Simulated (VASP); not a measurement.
## BN: single point with PBE

BN:

```
B N
1.0
     2.58378    0.00000    0.00000
    -1.29189    2.23762    0.00000
     0.00000    0.00000    8.49221
B N
4 4
Direct
  0.00000 0.00000 0.00037
  0.33333 0.66667 0.24970
  0.00000 0.00000 0.50037
  0.66667 0.33333 0.74970
  0.00000 0.00000 0.18701
  0.33333 0.66667 0.43792
  0.00000 0.00000 0.68701
  0.66667 0.33333 0.93792
```

This cell differs from its parent crystal: volume changed by +3%.

```json
{
  "Program": "VASP 6.6.1",
  "Task": "single point",
  "Functional": "PBE",
  "Potentials or basis": "VASP PAW PBE potentials, release 64 (B, N)",
  "Cutoff": "520 eV",
  "k mesh": "9 × 9 × 4",
  "Occupations": "gaussian, width 0.01 eV",
  "Spin": "no spin polarisation"
}
```

- Pressure: -10.2 GPa
- Largest force: 0.015 eV/Å
- Band gap on the k mesh: 5.54 eV, indirect (least direct gap 7.44 eV)

Forces on the atoms (eV/Å):
```
B    0.000  0.000 -0.008
B    0.000  0.000 -0.013
B    0.000  0.000 -0.008
B    0.000  0.000 -0.013
N    0.000  0.000  0.006
N    0.000  0.000  0.015
N    0.000  0.000  0.006
N    0.000  0.000  0.015
```

Stress tensor (GPa, compression positive):
```
-10.18   0.00   0.00
  0.00 -10.18   0.00
  0.00   0.00 -10.27
```

Levels at points of the mesh, in eV from the valence-band top:
```csv
k point,band 14,band 15,band 16,band 17,band 18,band 19
"(0.00, 0.00, 0.00)",-0.12,0.00,0.00,8.43,8.43,8.55
"(0.00, 0.00, 0.50)",-0.36,-0.36,-0.36,8.89,8.89,8.89
```

It took 50 s on 1 thread of Intel(R) Xeon(R) Platinum 8259CL CPU @ 2.50GHz (Skylake/Cascade Lake), on a shared host, peak memory 0.17 GiB.

 A k mesh can miss the band edges.
